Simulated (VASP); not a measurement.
Set up this calculation in VASP 6.6.1, as the native input.

```yaml
Task: relaxation of cell and atoms
Functional: PBE
Potentials_or_basis: VASP PAW PBE potentials, release 64 (Si, Ru_pv)
Cutoff: 600 eV
k_mesh: 10 × 10 × 10
Occupations: gaussian, width 0.1 eV
Spin: no spin polarisation
Dipole_correction: no
Further_INCAR_settings: ALGO = Normal; EDIFF = 1e-06; IBRION = 2; EDIFFG = -0.01; NSW = 100; ISIF = 3
```

The structure of Si4Ru lies in POSCAR:

```
Si4Ru
1.0
   -2.7583363259      2.7583363259      2.7583363259
    2.7583363259     -2.7583363259      2.7583363259
    2.7583363259      2.7583363259     -2.7583363259
Si Ru
4 1
Direct
    0.0000000000      0.0000000000      0.5000000000
    0.0000000000      0.5000000000      0.0000000000
    0.5000000000      0.0000000000      0.0000000000
    0.5000000000      0.5000000000      0.5000000000
    0.0000000000      0.0000000000      0.0000000000
```

The cell was built from a structure type or drawn by symmetry, and may not be a known phase.

The input as run:

INCAR

```
SYSTEM = Si4Ru
ALGO = Normal ; EDIFF = 1E-6
EDIFFG = -0.01 ; ENCUT = 600
GGA = PE ; IBRION = 2
ISIF = 3 ; ISMEAR = 0
LASPH = .True. ; LCHARG = .False.
LREAL = .False. ; LWAVE = .False.
NELM = 60 ; NSW = 100
PREC = Accurate ; SIGMA = 0.1
```

KPOINTS

```
k-points
0
Gamma
  10 10 10
  0 0 0
```

Potentials or basis: VASP PAW PBE potentials, release 64 (Si, Ru_pv).

Launch:

```console
$ cat potpaw_PBE.64/Si/POTCAR potpaw_PBE.64/Ru_pv/POTCAR > POTCAR
$ mpirun -np 1 vasp_std > vasp.out
```

Results of the run:

```json
{
 "Relaxed volume": "16.71 Å³/atom",
 "Relaxed cell": "a = 4.770 Å, b = 4.770 Å, c = 4.770 Å, α = 109.47°, β = 109.47°, γ = 109.47°",
 "Space group after relaxing (to 0.1 Å)": "Im-3m (No. 229)",
 "Energy gained by relaxing": "0.1 meV/atom",
 "Ionic steps": "3",
 "Pressure after relaxing": "0.0 GPa",
 "Band gap on the k mesh": "zero (bands 15 and 16 overlap by 0.69 eV)"
}
```

Wall time 4.5 min on 1 thread of Intel Xeon 8259CL, on a shared host, peak memory 0.3 GiB.
